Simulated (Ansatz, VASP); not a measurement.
# LaB: VASP beside Ansatz

```xyz
2
Lattice="0.0000 2.8168 2.8168 2.8168 0.0000 2.8168 2.8168 2.8168 0.0000" Properties=species:S:1:pos:R:3 pbc="T T T"
La    2.8168    2.8168    2.8168
B     0.0000    0.0000    0.0000
```

Alike in both runs: task single point; functional PBE; k mesh 10 × 10 × 10; occupations gaussian, width 0.05 eV; no spin polarisation.

```csv
,VASP,Ansatz
version,VASP 6.6.1,Ansatz 0.2.0
potentials or method,"VASP PAW PBE potentials, release 64 (La, B), cutoff 520 eV","scalar-relativistic, plane waves, PAW"
valence electrons in the cell,14,14
```

|  | VASP | Ansatz | Ansatz less VASP |
| --- | --- | --- | --- |
| gap on the k mesh at the Fermi level (eV) | none | none | - |
| pressure (GPa) | 1.2 | 1.2 | +0.02 |

A gap of «none» marks a metal or a gap that the smearing closes.

Neither program's run includes spin-orbit coupling.
